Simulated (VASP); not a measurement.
# ZnPt (P4/mmm) in VASP: a series of runs

ZnPt is run at these levels: LDA; tasks: single point.

Program: VASP 6.6.1. These are calculated values, not measurements. Logs are shortened: lines on timing, memory, paths and dates and some standing lists are left out, and cuts for length are marked.

## (1) The cell of the first run

Symmetry: P4/mmm, No. 123, tetragonal system. Conventional cell: a = 2.902 Å, b = 2.902 Å, c = 3.556 Å, α = 90.00°, β = 90.00°, γ = 90.00°. Within 3.6 Å of Zn (site symmetry 4/mmm) lie 8 Pt at 2.72 Å and 6 Zn at 2.90 to 3.56 Å. Within 3.6 Å of Pt (site symmetry 4/mmm) lie 8 Zn at 2.72 Å and 6 Pt at 2.90 to 3.56 Å.

## (2) Single point, LDA

Input file INCAR:

```
SYSTEM = ZnPt
ALGO     = Normal         ! electronic algorithm
EDIFF    = 1E-7           ! SCF threshold, eV
ENCUT    = 520            ! plane-wave cutoff, eV
GGA      = CA             ! functional
ISIF     = 2              ! what is computed and relaxed
ISMEAR   = -1             ! smearing method
LASPH    = .TRUE.         ! aspherical terms in the spheres
LCHARG   = .FALSE.        ! write CHGCAR
LREAL    = .FALSE.        ! projectors in reciprocal space
LWAVE    = .FALSE.        ! write WAVECAR
NBANDS   = 18             ! bands
NELM     = 100            ! most SCF steps
PREC     = Accurate       ! precision mode
SIGMA    = 0.1            ! smearing width, eV
```

Input file KPOINTS:

```
k-points
0
G
  10 10 8
  0 0 0
```

Input file POSCAR:

```
ZnPt
1.0
    2.9016885325      0.0000000000      0.0000000000
    0.0000000000      2.9016885325      0.0000000000
    0.0000000000      0.0000000000      3.5561895074
Zn Pt
1 1
Direct
    0.5000000000      0.5000000000      0.5000000000
    0.0000000000      0.0000000000      0.0000000000
```

Potentials or basis: VASP PAW LDA potentials, release 64 (Zn, Pt).

Command:

```
$ cat potpaw_LDA.64/Zn/POTCAR potpaw_LDA.64/Pt/POTCAR > POTCAR
$ mpirun -np 1 vasp_std > vasp.out
```

OUTCAR:

```text
SYSTEM = ZnPt
   EDIFF = 1E-7
   ENCUT = 520
   GGA = CA
   ISIF = 2
   ISMEAR = -1
   LASPH = .TRUE.
   LREAL = .FALSE.
   NELM = 100
   PREC = Accurate

 ion  position               nearest neighbor table
   1  0.500  0.500  0.500-   2 2.72   2 2.72   2 2.72   2 2.72   2 2.72   2 2.72   2 2.72   2 2.72

   2  0.000  0.000  0.000-   1 2.72   1 2.72   1 2.72   1 2.72   1 2.72   1 2.72   1 2.72   1 2.72

  LATTYP: Found a simple tetragonal cell.
 ALAT       =     2.9016885325
 C/A-ratio  =     1.2255586592

  Lattice vectors:

 A1 = (   2.9016885325,   0.0000000000,   0.0000000000)
 A2 = (   0.0000000000,   2.9016885325,   0.0000000000)
 A3 = (   0.0000000000,   0.0000000000,   3.5561895074)

Analysis of symmetry for initial positions (statically):
=====================================================================
 Subroutine PRICEL returns:
 Original cell was already a primitive cell.

 Routine SETGRP: Setting up the symmetry group for a
 simple tetragonal supercell.

 Subroutine GETGRP returns: Found 16 space group operations
 (whereof 16 operations were pure point group operations)
 out of a pool of 16 trial point group operations.

The static configuration has the point symmetry D_4h.

Analysis of symmetry for dynamics (positions and initial velocities):
=====================================================================
 Subroutine PRICEL returns:
 Original cell was already a primitive cell.

 Routine SETGRP: Setting up the symmetry group for a
 simple tetragonal supercell.

 Subroutine GETGRP returns: Found 16 space group operations
 (whereof 16 operations were pure point group operations)
 out of a pool of 16 trial point group operations.

The dynamic configuration has the point symmetry D_4h.

 Subroutine INISYM returns: Found 16 space group operations
 (whereof 16 operations are pure point group operations),
 and found     1 'primitive' translations

----------------------------------------------------------------------------------------

                                     Primitive cell

  volume of cell :      29.9424

  direct lattice vectors                    reciprocal lattice vectors
     2.901688533  0.000000000  0.000000000     0.344626926  0.000000000  0.000000000
     0.000000000  2.901688533  0.000000000     0.000000000  0.344626926  0.000000000
     0.000000000  0.000000000  3.556189507     0.000000000  0.000000000  0.281199862

[... 80 lines left out ...]
   LASPH  =      T    aspherical Exc in radial PAW
   ENCUT  =  520.0 eV  38.22 Ry    6.18 a.u.   5.40  5.40  6.61*2*pi/ulx,y,z
   NELM   =    100;   NELMIN=  2; NELMDL= -5     # of ELM steps
   EDIFF  = 0.1E-06   stopping-criterion for ELM
   LREAL  =      F    real-space projection
   EDIFFG = 0.1E-05   stopping-criterion for IOM
   NSW    =      0    number of steps for IOM
   IBRION =     -1    ionic relax: 0-MD 1-quasi-New 2-CG
   NFREE  =      0    steps in history (QN), initial steepest desc. (CG)
   ISIF   =      2    stress and relaxation
   ISYM   =      2    0-nonsym 1-usesym 2-fastsym
   POTIM  = 0.5000    time-step for ionic-motion
   TEBEG  =    0.0;   TEEND  =   0.0 temperature during run
   PSTRESS=    0.0 pullay stress
   NELECT =      22.0000    total number of electrons
   NUPDOWN=      -1.0000    fix difference up-down
   EMIN   =  10.00;   EMAX   =-10.00  energy-range for DOS
   EFERMI =   0.00;   METHOD = LEGACY
   ISMEAR =    -1;   SIGMA  =   0.10  broadening in eV -4-tet -1-fermi 0-gaus
   EFERMI_NEDOS =   21; number of points for ismear=-14 and -15
   IALGO  =     38    algorithm
   IMIX   =      4    mixing-type and parameters
     AMIX     =   0.40;   BMIX     =  1.00
     AMIX_MAG =   1.60;   BMIX_MAG =  1.00
  volume/ion in A,a.u.               =      14.97       101.03
  Fermi-wavevector in a.u.,A,eV,Ry     =   1.477249  2.791595 29.691493  2.182263
  Thomas-Fermi vector in A             =   2.591676
   LORBIT       =      0    0 simple, 1 ext, 2 COOP (PROOUT), +10 PAW based schemes
   GGA     = CA    functional components
   LHFCALC =     F    Hartree Fock is set to
   AEXX    =    0.0000 exact exchange contribution
   IVDW    =     0    specifies the selected vdW correction
   LEPSILON=     F    determine dielectric tensor
   LRPA    =     F    only Hartree local field effects (RPA)
 non-spin polarized calculation
  energy-cutoff  :      520.00
  volume of cell :       29.94
 maximum number of plane-waves:       829
 NGX is ok and might be reduce to    24
   NGX = 11   NGY = 11   NGZ = 13

 number of electron      21.9999983 magnetization

 Free energy of the ion-electron system (eV)
  ---------------------------------------------------
  ext. energy  EPLUGINS =         0.00000000
  ---------------------------------------------------
  free energy    TOTEN  =       -10.39714243 eV

  energy without entropy =      -10.38102026  energy(sigma->0) =      -10.38908134

 E-fermi :   6.7199     XC(G=0): -12.8779

 val. band max:        6.6674411628   @ k =   0.3000   0.2000   0.5000
 cond. band min:       6.7248055761   @ k =   0.5000   0.0000   0.3750
 fundamental gap:      0.0573644133
 Fermi energy:         6.7199433049

 k-point     1 :       0.0000    0.0000    0.0000
  band No.  band energies     occupation
      1      -3.3192      2.00000
      2      -0.8764      2.00000
      3      -0.8594      2.00000
      4      -0.1999      2.00000
      5      -0.1999      2.00000
      6      -0.0016      2.00000
[... 481 lines left out ...]
      5      -0.1628      2.00000
      6      -0.0545      2.00000
[... 10 lines left out ...]
     17      22.8806      0.00000
     18      24.7361      0.00000

 [... further k-points ...]

------------------------ aborting loop because EDIFF is reached ----------------------------------------

  FORCE on cell =-STRESS in cart. coord.  units (eV):
  Direction    XX          YY          ZZ          XY          YZ          ZX
  --------------------------------------------------------------------------------------
  -------------------------------------------------------------------------------------
  Total       -2.9983612     -2.9983612     -2.8595019      0.0000000      0.0000000      0.0000000
  in kB     -160.4382998   -160.4382998   -153.0081212      0.0000000      0.0000000      0.0000000
  external PRESSURE =    -157.9615736 kB  Pullay stress =       0.0000000 kB

 VOLUME and BASIS-vectors are now :
 -----------------------------------------------------------------------------
  energy-cutoff  :      520.00
  volume of cell :       29.94
      direct lattice vectors                 reciprocal lattice vectors
     2.901688533  0.000000000  0.000000000     0.344626926  0.000000000  0.000000000
     0.000000000  2.901688533  0.000000000     0.000000000  0.344626926  0.000000000
     0.000000000  0.000000000  3.556189507     0.000000000  0.000000000  0.281199862

 POSITION                                       TOTAL-FORCE (eV/Angst)
 -----------------------------------------------------------------------------------
      1.45084      1.45084      1.77809         0.000000      0.000000      0.000000
      0.00000      0.00000      0.00000         0.000000      0.000000      0.000000
 -----------------------------------------------------------------------------------
    total drift:                                0.000000      0.000000     -0.000000

  FREE ENERGIE OF THE ION-ELECTRON SYSTEM (eV)
  ---------------------------------------------------
  free  energy   TOTEN  =       -10.3971424277 eV

  energy  without entropy=      -10.3810202571  energy(sigma->0) =      -10.38908134
```

Run time: 46 s. Hardware: 1 thread of Intel Xeon 8259CL, shared host; peak memory 0.18 GiB.

Results:

```yaml
Free_energy: -10.3971 eV
Pressure: -15.8 GPa
Band_gap_on_the_k_mesh: zero (bands 11 and 12 overlap by 4.17 eV)
```

Levels at points of the mesh, in eV from the Fermi level:
| k point | band 9 | band 10 | band 11 | band 12 | band 13 | band 14 |
| --- | --- | --- | --- | --- | --- | --- |
| (0.00, 0.00, 0.00) | -1.49 | -1.49 | -0.93 | 2.42 | 8.15 | 8.15 |
| (0.50, 0.00, 0.00) | -4.03 | -2.51 | -1.56 | 1.03 | 8.95 | 9.51 |
| (0.50, 0.50, 0.00) | -2.51 | -0.30 | -0.30 | 0.09 | 4.78 | 5.11 |
| (0.00, 0.00, 0.50) | -2.31 | -2.31 | -1.84 | -0.99 | 12.29 | 13.18 |
| (0.50, 0.00, 0.50) | -1.71 | -1.56 | -1.20 | -1.16 | 2.85 | 3.85 |
| (0.50, 0.50, 0.50) | -1.25 | 0.10 | 2.43 | 5.03 | 5.03 | 5.46 |

Caveat: the cell stands under tension; spin-orbit coupling is left out, which moves the levels of the heavy elements.

## (3) Single point, LDA

This run uses another cell than the first one, of 15.55 Å³/atom.

Input file INCAR:

```
SYSTEM = ZnPt
PREC = Accurate
ENCUT = 520
EDIFF = 1E-6
ISMEAR = -1
SIGMA = 0.1
LREAL = .False.
LASPH = .True.
NELM = 80
ALGO = Normal
ISIF = 2
LWAVE = .False.
LCHARG = .False.
GGA = CA
NBANDS = 18
```

Input file KPOINTS:

```
Automatic mesh
0
Gamma
  10 10 8
  0 0 0
```

Input file POSCAR:

```
ZnPt
1.0
    2.9384226668      0.0000000000      0.0000000000
    0.0000000000      2.9384226668      0.0000000000
    0.0000000000      0.0000000000      3.6012093437
Zn Pt
1 1
Direct
    0.5000000000      0.5000000000      0.5000000000
    0.0000000000      0.0000000000      0.0000000000
```

Potentials or basis: VASP PAW LDA potentials, release 64 (Zn, Pt).

Command:

```
$ cat potpaw_LDA.64/Zn/POTCAR potpaw_LDA.64/Pt/POTCAR > POTCAR
$ mpirun -np 1 vasp_std > vasp.out
```

Wall time 47 s (1 thread of Intel Xeon 8259CL, shared host); peak memory 0.18 GiB.

The run converged. Its results:

* Free energy: -10.2672 eV
* Pressure: -20.3 GPa
* Band gap on the k mesh: zero (bands 11 and 12 overlap by 3.99 eV)

Stress tensor (GPa, compression positive):
```
-20.66   0.00   0.00
  0.00 -20.66   0.00
  0.00   0.00 -19.70
```

Levels at points of the mesh, in eV from the Fermi level:
| k point | band 7 | band 8 | band 9 | band 10 | band 11 | band 12 | band 13 | band 14 | band 15 | band 16 |
| --- | --- | --- | --- | --- | --- | --- | --- | --- | --- | --- |
| (0.00, 0.00, 0.00) | -4.21 | -3.70 | -1.44 | -1.44 | -0.91 | 2.44 | 7.98 | 8.02 | 8.02 | 14.58 |
| (0.50, 0.00, 0.00) | -4.01 | -3.83 | -3.81 | -2.39 | -1.50 | 0.95 | 8.81 | 9.31 | 10.63 | 11.56 |
| (0.50, 0.50, 0.00) | -2.45 | -2.43 | -2.43 | -0.19 | -0.19 | 0.05 | 4.54 | 4.81 | 8.73 | 11.47 |
| (0.00, 0.00, 0.50) | -5.73 | -4.43 | -2.20 | -2.20 | -1.76 | -0.96 | 12.18 | 12.81 | 12.81 | 13.51 |
| (0.50, 0.00, 0.50) | -3.91 | -1.94 | -1.56 | -1.51 | -1.17 | -1.03 | 2.67 | 3.61 | 12.81 | 15.00 |
| (0.50, 0.50, 0.50) | -4.57 | -4.57 | -1.21 | 0.06 | 2.31 | 4.94 | 4.94 | 5.39 | 6.28 | 6.55 |

Caveat: the cell stands under tension; spin-orbit coupling is left out, which moves the levels of the heavy elements.
